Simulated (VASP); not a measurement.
# PbF2 (Fm-3m) in VASP: a series of runs

PbF2 is run at these levels: PBE+D3(BJ); tasks: relaxation of cell and atoms.

Everything below comes from runs of VASP 6.6.1. Logs are shortened: lines on timing, memory, paths and dates and some standing lists are left out, and cuts for length are marked.

**1. The cell of the first run**

Symmetry: Fm-3m, No. 225, cubic system. The conventional cell has a = 5.962 Å, b = 5.962 Å, c = 5.962 Å, α = 90.00°, β = 90.00°, γ = 90.00°. Pb (site symmetry m-3m) has 8 F at 2.58 Å within 3.4 Å. F (site symmetry -43m) has 4 Pb at 2.58 Å and 6 F at 2.98 Å within 3.4 Å.

**2. Relaxation of cell and atoms, PBE+D3(BJ)**

INCAR

```
SYSTEM = PbF2
ALGO = Normal
EDIFF = 1E-6
EDIFFG = -0.001
ENCUT = 600
GGA = PE
IBRION = 2
ISIF = 3
ISMEAR = 0
IVDW = 12
LASPH = .True.
LCHARG = .False.
LREAL = .False.
LWAVE = .False.
NELM = 100
NSW = 80
PREC = Accurate
SIGMA = 0.01
```

KPOINTS

```
k-points
0
Gamma
  8 8 8
  0 0 0
```

POSCAR

```
PbF2
1.0
    0.0000000000      2.9811928465      2.9811928465
    2.9811928465      0.0000000000      2.9811928465
    2.9811928465      2.9811928465      0.0000000000
Pb F
1 2
Direct
    0.0000000000      0.0000000000      0.0000000000
    0.2500000000      0.2500000000      0.2500000000
    0.7500000000      0.7500000000      0.7500000000
```

Potentials or basis: VASP PAW PBE potentials, release 64 (Pb_d, F).

Started as:

```console
> cat potpaw_PBE.64/Pb_d/POTCAR potpaw_PBE.64/F/POTCAR > POTCAR
> mpirun -np 1 vasp_std > vasp.out
```

OUTCAR:

```text
SYSTEM = PbF2
   EDIFF = 1E-6
   EDIFFG = -0.001
   ENCUT = 600
   GGA = PE
   IBRION = 2
   ISIF = 3
   ISMEAR = 0
   IVDW = 12
   LASPH = .True.
   LREAL = .False.
   NELM = 100
   NSW = 80
   PREC = Accurate
 IVDW          = 12

 ion  position               nearest neighbor table
   1  0.000  0.000  0.000-   3 2.58   3 2.58   3 2.58   2 2.58   2 2.58   2 2.58   3 2.58   2 2.58

   2  0.250  0.250  0.250-   1 2.58   1 2.58   1 2.58   1 2.58
   3  0.750  0.750  0.750-   1 2.58   1 2.58   1 2.58   1 2.58

  LATTYP: Found a face centered cubic cell.
 ALAT       =     5.9623856930

  Lattice vectors:

 A1 = (   0.0000000000,   2.9811928465,   2.9811928465)
 A2 = (   2.9811928465,   0.0000000000,   2.9811928465)
 A3 = (   2.9811928465,   2.9811928465,   0.0000000000)

Analysis of symmetry for initial positions (statically):
=====================================================================
 Subroutine PRICEL returns:
 Original cell was already a primitive cell.

 Routine SETGRP: Setting up the symmetry group for a
 face centered cubic supercell.

 Subroutine GETGRP returns: Found 48 space group operations
 (whereof 48 operations were pure point group operations)
 out of a pool of 48 trial point group operations.

The static configuration has the point symmetry O_h .

Analysis of symmetry for dynamics (positions and initial velocities):
=====================================================================
 Subroutine PRICEL returns:
 Original cell was already a primitive cell.

 Routine SETGRP: Setting up the symmetry group for a
 face centered cubic supercell.

 Subroutine GETGRP returns: Found 48 space group operations
 (whereof 48 operations were pure point group operations)
 out of a pool of 48 trial point group operations.

The dynamic configuration has the point symmetry O_h .

 Subroutine INISYM returns: Found 48 space group operations
 (whereof 48 operations are pure point group operations),
 and found     1 'primitive' translations

----------------------------------------------------------------------------------------

                                     Primitive cell

  volume of cell :      52.9908

  direct lattice vectors                    reciprocal lattice vectors
     0.000000000  2.981192846  2.981192846    -0.167718100  0.167718100  0.167718100
     2.981192846  0.000000000  2.981192846     0.167718100 -0.167718100  0.167718100
     2.981192846  2.981192846  0.000000000     0.167718100  0.167718100 -0.167718100

  length of vectors
     4.216043356  4.216043356  4.216043356     0.290496271  0.290496271  0.290496271

  position of ions in fractional coordinates (direct lattice)
     0.000000000  0.000000000  0.000000000
     0.250000000  0.250000000  0.250000000
     0.750000000  0.750000000  0.750000000

  ion indices of the primitive-cell ions
   primitive index   ion index
                 1           1
                 2           2
                 3           3

----------------------------------------------------------------------------------------

 KPOINTS: k-points

Automatic generation of k-mesh.
 Grid dimensions read from file:
 generate k-points for:    8    8    8

 Generating k-lattice:

  Cartesian coordinates                     Fractional coordinates (reciprocal lattice)
    -0.020964763  0.020964763  0.020964763     0.125000000  0.000000000  0.000000000
     0.020964763 -0.020964763  0.020964763     0.000000000  0.125000000  0.000000000
     0.020964763  0.020964763 -0.020964763     0.000000000  0.000000000  0.125000000

  Length of vectors
     0.036312034  0.036312034  0.036312034

  Shift w.r.t. Gamma in fractional coordinates (k-lattice)
     0.000000000  0.000000000  0.000000000

 Subroutine IBZKPT returns following result:
 ===========================================

 Found     29 irreducible k-points:

 Following reciprocal coordinates:
            Coordinates               Weight
  0.000000  0.000000  0.000000      1.000000
  0.125000  0.000000  0.000000      8.000000
  0.250000  0.000000  0.000000      8.000000
  0.375000  0.000000  0.000000      8.000000
  0.500000  0.000000  0.000000      4.000000
  0.125000  0.125000  0.000000      6.000000
[... 16 lines left out ...]
  0.500000  0.250000  0.125000     48.000000
 -0.375000  0.250000  0.125000     24.000000
 [... further k-points ...]
   k-points           NKPTS =     29   k-points in BZ     NKDIM =     29   number of bands    NBANDS=     18
   number of dos      NEDOS =    301   number of ions     NIONS =      3
   total plane-waves  NPLWV =  46656
   dimension x,y,z NGX =    36 NGY =   36 NGZ =   36
   dimension x,y,z NGXF=    72 NGYF=   72 NGZF=   72
   ions per type =               1   2
   NGX,Y,Z   is equivalent  to a cutoff of  14.20, 14.20, 14.20 a.u.
   NGXF,Y,Z  is equivalent  to a cutoff of  28.39, 28.39, 28.39 a.u.
 SYSTEM =  PbF2
   PREC   = accura    normal or accurate (medium, high low for compatibility)
   ISTART =      0    job   : 0-new  1-cont  2-samecut
   ICHARG =      2    charge: 1-file 2-atom 10-const
   ISPIN  =      1    spin polarized calculation?
   LNONCOLLINEAR =      F non collinear calculations
   LSORBIT =      F    spin-orbit coupling
   LASPH  =      T    aspherical Exc in radial PAW
   ENCUT  =  600.0 eV  44.10 Ry    6.64 a.u.   8.42  8.42  8.42*2*pi/ulx,y,z
   NELM   =    100;   NELMIN=  2; NELMDL= -5     # of ELM steps
   EDIFF  = 0.1E-05   stopping-criterion for ELM
   LREAL  =      F    real-space projection
   EDIFFG = -.1E-02   stopping-criterion for IOM
   NSW    =     80    number of steps for IOM
   IBRION =      2    ionic relax: 0-MD 1-quasi-New 2-CG
   NFREE  =      1    steps in history (QN), initial steepest desc. (CG)
   ISIF   =      3    stress and relaxation
   ISYM   =      2    0-nonsym 1-usesym 2-fastsym
   POTIM  = 0.5000    time-step for ionic-motion
   TEBEG  =    0.0;   TEEND  =   0.0 temperature during run
   PSTRESS=    0.0 pullay stress
   NELECT =      28.0000    total number of electrons
   NUPDOWN=      -1.0000    fix difference up-down
   EMIN   =  10.00;   EMAX   =-10.00  energy-range for DOS
   EFERMI =   0.00;   METHOD = LEGACY
   ISMEAR =     0;   SIGMA  =   0.01  broadening in eV -4-tet -1-fermi 0-gaus
   EFERMI_NEDOS =   21; number of points for ismear=-14 and -15
   IALGO  =     38    algorithm
   IMIX   =      4    mixing-type and parameters
     AMIX     =   0.40;   BMIX     =  1.00
     AMIX_MAG =   1.60;   BMIX_MAG =  1.00
  volume/ion in A,a.u.               =      17.66       119.20
  Fermi-wavevector in a.u.,A,eV,Ry     =   1.323511  2.501072 23.833059  1.751680
  Thomas-Fermi vector in A             =   2.453113
   LORBIT       =      0    0 simple, 1 ext, 2 COOP (PROOUT), +10 PAW based schemes
   GGA     = PE    functional components
   LHFCALC =     F    Hartree Fock is set to
   AEXX    =    0.0000 exact exchange contribution
   IVDW    =    12    specifies the selected vdW correction
   LEPSILON=     F    determine dielectric tensor
   LRPA    =     F    only Hartree local field effects (RPA)
 conjugate gradient relaxation of ions
 non-spin polarized calculation
 Gauss-broadening in eV      SIGMA  =   0.01
  energy-cutoff  :      600.00
  volume of cell :       52.99
 maximum number of plane-waves:      1807
 NGX is ok and might be reduce to    36
   NGX = 17   NGY = 17   NGZ = 17

--------------------------------------- Ionic step        1  -------------------------------------------

 number of electron      28.0000003 magnetization

 Free energy of the ion-electron system (eV)
  ---------------------------------------------------
  ext. energy  EPLUGINS =         0.00000000
  ---------------------------------------------------
  free energy    TOTEN  =       -14.34956523 eV

  energy without entropy =      -14.34956523  energy(sigma->0) =      -14.34956523

------------------------ aborting loop because EDIFF is reached ----------------------------------------

 Edisp (eV)   -0.45251

 E8    (eV) :    -0.1950

  FORCE on cell =-STRESS in cart. coord.  units (eV):
  Direction    XX          YY          ZZ          XY          YZ          ZX
  --------------------------------------------------------------------------------------
  -------------------------------------------------------------------------------------
  Total      -0.07889    -0.07889    -0.07889     0.00000    -0.00000     0.00000
  in kB      -2.38527    -2.38527    -2.38527     0.00000    -0.00000     0.00000
  external pressure =       -2.39 kB  Pullay stress =        0.00 kB
[... 104 lines left out ...]
  energy  without entropy=      -14.8022156423  energy(sigma->0) =      -14.80221564

--------------------------------------- Ionic step        4  -------------------------------------------

 number of electron      28.0000004 magnetization

 Free energy of the ion-electron system (eV)
  ---------------------------------------------------
  ext. energy  EPLUGINS =         0.00000000
  ---------------------------------------------------
  free energy    TOTEN  =       -14.34824862 eV

  energy without entropy =      -14.34824862  energy(sigma->0) =      -14.34824862

 E-fermi :   1.7690     XC(G=0):  -9.3345

 val. band max:        1.7109635753   @ k =  -0.2500   0.5000   0.2500
 cond. band min:       6.1301247857   @ k =   0.5000   0.5000   0.0000
 fundamental gap:      4.4191612103
 Fermi energy:         1.7690347572

 k-point     1 :       0.0000    0.0000    0.0000
  band No.  band energies     occupation
      1     -19.2694      2.00000
      2     -18.6753      2.00000
      3     -12.7099      2.00000
      4     -12.7099      2.00000
      5     -12.7099      2.00000
      6     -12.6593      2.00000
[... 10 lines left out ...]
     17       8.4728      0.00000
     18      12.3168      0.00000
[... 466 lines left out ...]
      2     -18.9379      2.00000
      3     -12.6787      2.00000
      4     -12.6716      2.00000
      5     -12.6356      2.00000
      6     -12.6062      2.00000
[... 10 lines left out ...]
     17       9.4015      0.00000
     18      12.6619      0.00000

 [... further k-points ...]

------------------------ aborting loop because EDIFF is reached ----------------------------------------

 Edisp (eV)   -0.45397

 E8    (eV) :    -0.1956

  FORCE on cell =-STRESS in cart. coord.  units (eV):
  Direction    XX          YY          ZZ          XY          YZ          ZX
  --------------------------------------------------------------------------------------
  -------------------------------------------------------------------------------------
  Total       0.00261     0.00261     0.00261     0.00000     0.00000    -0.00000
  in kB       0.07903     0.07903     0.07903     0.00000     0.00000    -0.00000
  external pressure =        0.08 kB  Pullay stress =        0.00 kB
[... 18 lines left out ...]
  FREE ENERGIE OF THE ION-ELECTRON SYSTEM (eV)
  ---------------------------------------------------
  free  energy   TOTEN  =       -14.8022151861 eV

  energy  without entropy=      -14.8022151861  energy(sigma->0) =      -14.80221519

 reached required accuracy - stopping structural energy minimisation
```

Wall time 68 s (1 thread of Intel Xeon Platinum 8259CL at 2.50GHz (Skylake/Cascade Lake), shared host); peak memory 0.23 GiB.

Results:

```yaml
Free_energy: -14.8022 eV
Relaxed_volume: 17.61 Å³/atom
Relaxed_cell: a = 4.211 Å, b = 4.211 Å, c = 4.211 Å, α = 60.00°, β = 60.00°, γ = 60.00°
Space_group_after_relaxing_to_0.05_Å: Fm-3m (No. 225)
Energy_gained_by_relaxing: 0.0 meV/atom
Ionic_steps: 4
Pressure_after_relaxing: 0.0 GPa
Band_gap_on_the_k_mesh: 4.42 eV, indirect (least direct gap 4.56 eV)
Dispersion_energy_per_atom: -0.151 eV
```

Step by step:
```tsv
step	energy change (eV)	largest force (eV/Å)	pressure (GPa)	volume (Å³)
1	0.0000	0.0000	-0.24	52.99
2	-0.0001	0.0000	0.03	52.79
3	-0.0001	0.0000	0.01	52.81
4	-0.0001	0.0000	0.01	52.82
```

Final structure:
```
Pb F
1.0
     0.00000    2.97793    2.97793
     2.97793    0.00000    2.97793
     2.97793    2.97793    0.00000
Pb F
1 2
Direct
  0.00000 0.00000 0.00000
  0.25000 0.25000 0.25000
  0.75000 0.75000 0.75000
```

Caveat: spin-orbit coupling is left out, which moves the levels of the heavy elements. A k mesh can miss the band edges.

**3. Relaxation of cell and atoms, PBE+D3(BJ), target pressure 5 GPa, at which the enthalpy is minimised**

INCAR

```
PREC     = Accurate       # precision mode
ENCUT    = 600            # plane-wave cutoff, eV
EDIFF    = 1E-6           # SCF threshold, eV
ISMEAR   = 0              # smearing method
SIGMA    = 0.01           # smearing width, eV
LREAL    = F              # projectors in reciprocal space
LASPH    = T              # aspherical terms in the spheres
NELM     = 60             # most SCF steps
ALGO     = Normal         # electronic algorithm
ISIF     = 3              # what is computed and relaxed
LWAVE    = F              # write WAVECAR
LCHARG   = F              # write CHGCAR
GGA      = PE             # functional
IVDW     = 12             # dispersion correction
IBRION   = 2              # ionic algorithm
NSW      = 80             # ionic steps
EDIFFG   = -0.001         # ionic threshold
PSTRESS  = 50.0
```

KPOINTS

```
regular mesh
0
Gamma
  8 8 8
```

POSCAR is that of step 2.

Potentials or basis: VASP PAW PBE potentials, release 64 (Pb_d, F).

Started as:

```console
> cat potpaw_PBE.64/Pb_d/POTCAR potpaw_PBE.64/F/POTCAR > POTCAR
> mpirun -np 1 vasp_std > vasp.out
```

OUTCAR:

```text
PREC = Accurate
   ENCUT = 600
   EDIFF = 1E-6
   ISMEAR = 0
   LREAL = F
   LASPH = T
   NELM = 60
   ISIF = 3
   GGA = PE
   IVDW = 12
   IBRION = 2
   NSW = 80
   EDIFFG = -0.001
   PSTRESS = 50.0
 IVDW          = 12

 ion  position               nearest neighbor table
   1  0.000  0.000  0.000-   3 2.58   3 2.58   3 2.58   2 2.58   2 2.58   2 2.58   3 2.58   2 2.58

   2  0.250  0.250  0.250-   1 2.58   1 2.58   1 2.58   1 2.58
   3  0.750  0.750  0.750-   1 2.58   1 2.58   1 2.58   1 2.58

  LATTYP: Found a face centered cubic cell.
 ALAT       =     5.9623856930

  Lattice vectors:

 A1 = (   0.0000000000,   2.9811928465,   2.9811928465)
 A2 = (   2.9811928465,   0.0000000000,   2.9811928465)
 A3 = (   2.9811928465,   2.9811928465,   0.0000000000)

Analysis of symmetry for initial positions (statically):
=====================================================================
 Subroutine PRICEL returns:
 Original cell was already a primitive cell.

 Routine SETGRP: Setting up the symmetry group for a
 face centered cubic supercell.

 Subroutine GETGRP returns: Found 48 space group operations
 (whereof 48 operations were pure point group operations)
 out of a pool of 48 trial point group operations.

The static configuration has the point symmetry O_h .

Analysis of symmetry for dynamics (positions and initial velocities):
=====================================================================
 Subroutine PRICEL returns:
[... 142 lines left out ...]
 conjugate gradient relaxation of ions
 non-spin polarized calculation
 Gauss-broadening in eV      SIGMA  =   0.01
  energy-cutoff  :      600.00
  volume of cell :       52.99
 maximum number of plane-waves:      1807
 NGX is ok and might be reduce to    36
   NGX = 17   NGY = 17   NGZ = 17

--------------------------------------- Ionic step        1  -------------------------------------------

 number of electron      28.0000003 magnetization

 Free energy of the ion-electron system (eV)
  ---------------------------------------------------
  ext. energy  EPLUGINS =         0.00000000
  ---------------------------------------------------
  free energy    TOTEN  =       -14.34956523 eV

  energy without entropy =      -14.34956523  energy(sigma->0) =      -14.34956523

 E-fermi :   1.8138     XC(G=0):  -9.3181

 val. band max:        1.6713234334   @ k =  -0.2500   0.5000   0.2500
 cond. band min:       6.0907314250   @ k =   0.5000   0.5000   0.0000
 fundamental gap:      4.4194079915
 Fermi energy:         1.8138408657

 k-point     1 :       0.0000    0.0000    0.0000
  band No.  band energies     occupation
      1     -19.2827      2.00000
      2     -18.6942      2.00000
      3     -12.7453      2.00000
      4     -12.7453      2.00000
      5     -12.7453      2.00000
      6     -12.6961      2.00000
[... 580 lines left out ...]
--------------------------------------- Ionic step        3  -------------------------------------------

 number of electron      28.0000006 magnetization

 Free energy of the ion-electron system (eV)
  ---------------------------------------------------
  ext. energy  EPLUGINS =         0.00000000
  ---------------------------------------------------
  free energy    TOTEN  =       -14.27373258 eV

  energy without entropy =      -14.27373258  energy(sigma->0) =      -14.27373258

 E-fermi :   2.5484     XC(G=0):  -9.6439

 val. band max:        2.4928963862   @ k =  -0.2500   0.5000   0.2500
 cond. band min:       6.8957557136   @ k =   0.5000   0.5000   0.0000
 fundamental gap:      4.4028593274
 Fermi energy:         2.5483605780

 k-point     1 :       0.0000    0.0000    0.0000
  band No.  band energies     occupation
      1     -19.0119      2.00000
      2     -18.3043      2.00000
      3     -12.0174      2.00000
      4     -12.0174      2.00000
      5     -12.0174      2.00000
      6     -11.9379      2.00000
[... 533 lines left out ...]
  energy  without entropy=      -14.7559351171  energy(sigma->0) =      -14.75593512

  enthalpy is  TOTEN    =       -13.2060613510 eV   P V=        1.5498737661

 reached required accuracy - stopping structural energy minimisation
```

CONTCAR:

```text
PbF2
   1.00000000000000
     0.0000000000000000    2.9174424861712627    2.9174424861712627
     2.9174424861712627   -0.0000000000000000    2.9174424861712627
     2.9174424861712627    2.9174424861712627    0.0000000000000000
  Pb              F
     1     2
Direct
     0.0000000000000000    0.0000000000000000    0.0000000000000000
     0.2500000000000000    0.2500000000000000    0.2500000000000000
     0.7500000000000000    0.7500000000000000    0.7500000000000000

  0.00000000E+00  0.00000000E+00  0.00000000E+00
  0.00000000E+00  0.00000000E+00  0.00000000E+00
  0.00000000E+00  0.00000000E+00  0.00000000E+00
```

It took 93 s on 1 thread of Intel Xeon Platinum 8259CL at 2.50GHz (Skylake/Cascade Lake), shared host; peak memory 0.23 GiB.

Results:

```
Free energy                                            : -14.7559 eV
Relaxed volume                                         : 16.55 Å³/atom
Relaxed cell                                           : a = 4.126 Å, b = 4.126 Å, c = 4.126 Å, α = 60.00°, β = 60.00°, γ = 60.00°
Space group after relaxing (to 0.05 Å)                 : Fm-3m (No. 225)
Energy change on relaxing (the enthalpy is what falls) : +15.4 meV/atom
Ionic steps                                            : 3
Pressure after relaxing                                : 5.0 GPa
Band gap on the k mesh                                 : 4.40 eV, indirect (least direct gap 4.56 eV)
Dispersion energy per atom                             : -0.161 eV
```

Step by step:
| step | energy change (eV) | largest force (eV/Å) | pressure (GPa) | volume (Å³) |
| --- | --- | --- | --- | --- |
| 1 | 0.0000 | 0.0000 | -0.24 | 52.99 |
| 2 | 0.0826 | 0.0000 | 6.96 | 48.68 |
| 3 | 0.0461 | 0.0000 | 5.00 | 49.66 |

Final structure:
```yaml
crystal:
  lattice:
    - [0.00000, 2.91744, 2.91744]
    - [2.91744, 0.00000, 2.91744]
    - [2.91744, 2.91744, 0.00000]
  atoms:
    - { symbol: Pb, position: [0.00000, 0.00000, 0.00000] }
    - { symbol: F, position: [0.25000, 0.25000, 0.25000] }
    - { symbol: F, position: [0.75000, 0.75000, 0.75000] }
```

Levels at points of the mesh, in eV from the valence-band top:
```csv
k point,band 12,band 13,band 14,band 15,band 16,band 17
"(0.00, 0.00, 0.00)",-2.29,-2.29,-2.29,6.81,6.81,6.81
"(0.50, 0.00, 0.00)",-2.45,-2.45,-0.06,5.01,7.81,7.81
"(0.50, 0.50, 0.00)",-1.83,-1.83,-0.15,4.40,8.07,8.07
```

Caveat: the cell is relaxed towards a set pressure, so the enthalpy falls and the energy may rise; spin-orbit coupling is left out, which moves the levels of the heavy elements.
